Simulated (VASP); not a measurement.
# CaO (Fm-3m) in VASP: further runs, part 2 of 2

VASP 6.6.1. The steps go on from the part before.

**4. Single point, PBE**

This run uses another cell than the first one, of 14.09 Å³/atom, 1.015 times its volume.

File INCAR:

```
SYSTEM = CaO
PREC = Accurate
ENCUT = 520
EDIFF = 1E-6
ISMEAR = -1
SIGMA = 0.05
LREAL = .False.
LASPH = .True.
NELM = 60
ALGO = Normal
ISIF = 2
LWAVE = .False.
LCHARG = .False.
GGA = PE
NBANDS = 15
```

File KPOINTS:

```
regular mesh
0
Gamma
  10 10 10
  0 0 0
```

File POSCAR:

```
CaO
1.0
    0.0000000000      2.4154417262      2.4154417262
    2.4154417262      0.0000000000      2.4154417262
    2.4154417262      2.4154417262      0.0000000000
Ca O
1 1
Direct
    0.0000000000      0.0000000000      0.0000000000
    0.5000000000      0.5000000000      0.5000000000
```

Potentials or basis: VASP PAW PBE potentials, release 64 (Ca_sv, O).

Command:

```console
> cat potpaw_PBE.64/Ca_sv/POTCAR potpaw_PBE.64/O/POTCAR > POTCAR
> mpirun -np 1 vasp_std > vasp.out
```

OUTCAR:

```text
SYSTEM = CaO
   PREC = Accurate
   ENCUT = 520
   EDIFF = 1E-6
   ISMEAR = -1
   LREAL = .False.
   LASPH = .True.
   NELM = 60
   ISIF = 2
   GGA = PE

 ion  position               nearest neighbor table
   1  0.000  0.000  0.000-   2 2.42   2 2.42   2 2.42   2 2.42   2 2.42   2 2.42
   2  0.500  0.500  0.500-   1 2.42   1 2.42   1 2.42   1 2.42   1 2.42   1 2.42

  LATTYP: Found a face centered cubic cell.
 ALAT       =     4.8308834524

  Lattice vectors:

 A1 = (   0.0000000000,   2.4154417262,   2.4154417262)
 A2 = (   2.4154417262,   0.0000000000,   2.4154417262)
 A3 = (   2.4154417262,   2.4154417262,   0.0000000000)

Analysis of symmetry for initial positions (statically):
=====================================================================
 Subroutine PRICEL returns:
 Original cell was already a primitive cell.

 Routine SETGRP: Setting up the symmetry group for a
 face centered cubic supercell.

 Subroutine GETGRP returns: Found 48 space group operations
 (whereof 48 operations were pure point group operations)
 out of a pool of 48 trial point group operations.

The static configuration has the point symmetry O_h .

Analysis of symmetry for dynamics (positions and initial velocities):
=====================================================================
 Subroutine PRICEL returns:
 Original cell was already a primitive cell.

 Routine SETGRP: Setting up the symmetry group for a
 face centered cubic supercell.

 Subroutine GETGRP returns: Found 48 space group operations
 (whereof 48 operations were pure point group operations)
 out of a pool of 48 trial point group operations.

The dynamic configuration has the point symmetry O_h .

 Subroutine INISYM returns: Found 48 space group operations
 (whereof 48 operations are pure point group operations),
 and found     1 'primitive' translations

----------------------------------------------------------------------------------------
[... 121 lines left out ...]
   IVDW    =     0    specifies the selected vdW correction
   LEPSILON=     F    determine dielectric tensor
   LRPA    =     F    only Hartree local field effects (RPA)
 non-spin polarized calculation
  energy-cutoff  :      520.00
  volume of cell :       28.19
 maximum number of plane-waves:       769
 NGX is ok and might be reduce to    28
   NGX = 13   NGY = 13   NGZ = 13

 number of electron      15.9999999 magnetization

 Free energy of the ion-electron system (eV)
  ---------------------------------------------------
  ext. energy  EPLUGINS =         0.00000000
  ---------------------------------------------------
  free energy    TOTEN  =       -12.80532349 eV

  energy without entropy =      -12.80532349  energy(sigma->0) =      -12.80532349

 E-fermi :   3.3391     XC(G=0): -10.4013

 val. band max:        2.2644583110   @ k =   0.0000   0.0000   0.0000
 cond. band min:       5.9035056906   @ k =   0.5000   0.5000   0.0000
 fundamental gap:      3.6390473796
 Fermi energy:         3.3391016069

 k-point     1 :       0.0000    0.0000    0.0000
  band No.  band energies     occupation
      1     -35.4357      2.00000
      2     -16.2103      2.00000
      3     -16.2103      2.00000
      4     -16.2103      2.00000
      5     -13.2383      2.00000
      6       2.2645      2.00000
      7       2.2645      2.00000
      8       2.2645      2.00000
      9       6.8547      0.00000
     10       8.4517      0.00000
     11       8.4517      0.00000
     12       8.4517      0.00000
     13       9.9289      0.00000
     14       9.9289      0.00000
[... 401 lines left out ...]
      2     -16.8166      2.00000
      3     -16.3993      2.00000
      4     -16.3738      2.00000
      5     -12.7411      2.00000
      6       0.6003      2.00000
      7       1.7145      2.00000
      8       1.8135      2.00000
      9       6.5619      0.00000
     10       9.7927      0.00000
     11      10.9534      0.00000
     12      11.0314      0.00000
     13      11.1702      0.00000
     14      12.9290      0.00000
     15      17.6333      0.00000

 [... further k-points ...]

------------------------ aborting loop because EDIFF is reached ----------------------------------------

  FORCE on cell =-STRESS in cart. coord.  units (eV):
  Direction    XX          YY          ZZ          XY          YZ          ZX
  --------------------------------------------------------------------------------------
  -------------------------------------------------------------------------------------
  Total        0.0923973      0.0923973      0.0923973     -0.0000000      0.0000000     -0.0000000
  in kB        5.2523075      5.2523075      5.2523075     -0.0000000      0.0000000     -0.0000000
  external PRESSURE =       5.2523075 kB  Pullay stress =       0.0000000 kB

 VOLUME and BASIS-vectors are now :
 -----------------------------------------------------------------------------
  energy-cutoff  :      520.00
  volume of cell :       28.19
      direct lattice vectors                 reciprocal lattice vectors
     0.000000000  2.415441726  2.415441726    -0.207001475  0.207001475  0.207001475
     2.415441726  0.000000000  2.415441726     0.207001475 -0.207001475  0.207001475
     2.415441726  2.415441726  0.000000000     0.207001475  0.207001475 -0.207001475

 POSITION                                       TOTAL-FORCE (eV/Angst)
 -----------------------------------------------------------------------------------
      0.00000      0.00000      0.00000         0.000000      0.000000      0.000000
      2.41544      2.41544      2.41544         0.000000     -0.000000      0.000000
 -----------------------------------------------------------------------------------
    total drift:                                0.000000      0.000000      0.000000

  FREE ENERGIE OF THE ION-ELECTRON SYSTEM (eV)
  ---------------------------------------------------
  free  energy   TOTEN  =       -12.8053234876 eV

  energy  without entropy=      -12.8053234876  energy(sigma->0) =      -12.80532349
```

OSZICAR:

```text
N       E                     dE             d eps       ncg     rms          rms(c)
DAV:   1     0.123478373560E+03    0.12348E+03   -0.82140E+03  1410   0.109E+03
DAV:   2    -0.893386159270E+01   -0.13241E+03   -0.12315E+03  1739   0.289E+02
DAV:   3    -0.143681650506E+02   -0.54343E+01   -0.53979E+01  1740   0.599E+01
DAV:   4    -0.145145344474E+02   -0.14637E+00   -0.14631E+00  1956   0.899E+00
DAV:   5    -0.145159466646E+02   -0.14122E-02   -0.14122E-02  1707   0.826E-01    0.856E+00
DAV:   6    -0.128857554406E+02    0.16302E+01   -0.51631E+00  1586   0.220E+01    0.364E+00
DAV:   7    -0.128086676177E+02    0.77088E-01   -0.41227E-01  1592   0.660E+00    0.181E+00
DAV:   8    -0.128060880496E+02    0.25796E-02   -0.75988E-02  1816   0.298E+00    0.416E-01
DAV:   9    -0.128046751457E+02    0.14129E-02   -0.44390E-03  1452   0.553E-01    0.110E-01
DAV:  10    -0.128053471457E+02   -0.67200E-03   -0.74002E-04  1725   0.243E-01    0.440E-02
DAV:  11    -0.128053235100E+02    0.23636E-04   -0.46513E-05  1751   0.818E-02    0.636E-03
DAV:  12    -0.128053234876E+02    0.22396E-07   -0.74328E-06  1613   0.234E-02
   1 F= -.12805323E+02 E0= -.12805323E+02  d E =-.791684E-11
```

stdout:

```text
POSCAR found type information on POSCAR CaO
 POSCAR found :  2 types and       2 ions
 scaLAPACK will be used
 LDA part: xc-table for (Slater+PW92), standard interpolation
 POSCAR, INCAR and KPOINTS ok, starting setup
 FFT: planning ... GRIDC
 FFT: planning ... GRID_SOFT
 FFT: planning ... GRID
 WAVECAR not read
 entering main loop
```

Wall time 36 s (1 thread of AMD EPYC 7R43 (Zen 3), shared host); peak memory 0.13 GiB.

Results:

| Quantity | Value |
| --- | --- |
| Free energy | -12.8053 eV |
| Pressure | 0.5 GPa |
| Band gap on the k mesh | 3.64 eV, indirect (least direct gap 4.02 eV) |

Levels at points of the mesh, in eV from the valence-band top:
```csv
k point,band 5,band 6,band 7,band 8,band 9,band 10,band 11,band 12
"(0.00, 0.00, 0.00)",-15.50,0.00,0.00,0.00,4.59,6.19,6.19,6.19
"(0.50, 0.00, 0.00)",-14.37,-2.60,-1.17,-1.17,6.98,8.27,8.27,8.39
"(0.50, 0.50, 0.00)",-15.26,-1.31,-0.38,-0.38,3.64,7.93,8.81,9.43
```

**5. Relaxation of cell and atoms, BLYP+D4**

File INCAR:

```
  PREC = Accurate
  ENCUT = 600
  EDIFF = 1E-6
  ISMEAR = -1
  SIGMA = 0.05
  LREAL = F
  LASPH = T
  NELM = 100
  ALGO = Normal
  ISIF = 3
  LWAVE = F
  LCHARG = F
  GGA = B5
  ALDAX = 1.0
  AGGAX = 1.0
  AGGAC = 1.0
  ALDAC = 0.0
  IVDW = 13
  VDW_S6 = 1.0
  VDW_S8 = 2.34076671
  VDW_A1 = 0.44488865
  VDW_A2 = 4.0933009
  IBRION = 2
  NSW = 80
  EDIFFG = -0.005
```

File KPOINTS:

```
Automatic mesh
0
Gamma
  10 10 10
```

File POSCAR:

```
CaO
1.0
    0.0000000000      2.4035556960      2.4035556960
    2.4035556960      0.0000000000      2.4035556960
    2.4035556960      2.4035556960      0.0000000000
Ca O
1 1
Direct
    0.0000000000      0.0000000000      0.0000000000
    0.5000000000      0.5000000000      0.5000000000
```

Command:

```console
> cat potpaw_PBE.64/Ca_sv/POTCAR potpaw_PBE.64/O/POTCAR > POTCAR
> mpirun -np 1 vasp_std > vasp.out
```

It took 2.1 min on 1 thread of AMD EPYC 7R43 (Zen 3), shared host; peak memory 0.14 GiB.

The run converged. Its results:

* Free energy: -12.8892 eV
* Relaxed volume: 13.99 Å³/atom
* Relaxed cell: a = 3.408 Å, b = 3.408 Å, c = 3.408 Å, α = 60.00°, β = 60.00°, γ = 60.00°
* Space group after relaxing (to 0.05 Å): Fm-3m (No. 225)
* Energy gained by relaxing: 0.3 meV/atom
* Ionic steps: 4
* Pressure after relaxing: 0.0 GPa
* Band gap on the k mesh: 3.73 eV, indirect (least direct gap 4.10 eV)
* Dispersion energy per atom: -0.299 eV

The path:
```csv
step,energy change (eV),largest force (eV/Å),pressure (GPa),volume (Å³)
1,0.0000,0.0000,0.83,27.77
2,-0.0005,0.0000,-0.28,28.06
3,-0.0006,0.0000,-0.06,28.00
4,-0.0006,0.0000,0.02,27.98
```

Final structure:
```cif
data_structure
_symmetry_space_group_name_H-M 'P 1'
_symmetry_Int_Tables_number 1
_cell_length_a 3.4077
_cell_length_b 3.4077
_cell_length_c 3.4077
_cell_angle_alpha 60.000
_cell_angle_beta 60.000
_cell_angle_gamma 60.000
_cell_volume 27.98
loop_
_atom_site_label
_atom_site_type_symbol
_atom_site_fract_x
_atom_site_fract_y
_atom_site_fract_z
_atom_site_occupancy
Ca1 Ca 0.00000 0.00000 0.00000 1
O1 O 0.50000 0.50000 0.50000 1
```

Levels at points of the mesh, in eV from the valence-band top:
| k point | band 6 | band 7 | band 8 | band 9 | band 10 | band 11 |
| --- | --- | --- | --- | --- | --- | --- |
| (0.00, 0.00, 0.00) | 0.00 | 0.00 | 0.00 | 4.93 | 6.15 | 6.15 |
| (0.50, 0.00, 0.00) | -2.55 | -1.18 | -1.18 | 7.02 | 8.20 | 8.20 |
| (0.50, 0.50, 0.00) | -1.25 | -0.37 | -0.37 | 3.73 | 7.93 | 8.72 |

Caveat: the PAW data sets were made with another functional, which shifts forces and pressure a little. As with any semilocal functional, this BLYP gap is likely too small.

**6. Summary**

```csv
task,level,cell,cutoff (eV),smearing,gap on the mesh (eV),pressure (GPa)
single point,PBE,"a = 3.399 Å, angles 60.0°, 2 atoms",520,gaussian 0.019 eV,3.64,2.2
single point,BLYP+D4,"a = 3.403 Å, angles 60.0°, 2 atoms",520,fermi-dirac 0.05 eV,3.73,0.6
single point,PBE,"a = 3.416 Å, angles 60.0°, 2 atoms",520,fermi-dirac 0.05 eV,3.64,0.5
relaxation of cell and atoms,BLYP+D4,"relaxed from a = 3.399 Å, angles 60.0°, 2 atoms",600,fermi-dirac 0.05 eV,3.73,0.0
```

Alike in all rows: potentials or basis VASP PAW PBE potentials, release 64 (Ca_sv, O); no spin polarisation; k mesh 10 × 10 × 10.

Caveats: the PAW data sets were made with another functional, which shifts forces and pressure a little (some runs).

Total energies depend on the potentials used, so only differences within one code and one set of settings carry meaning.
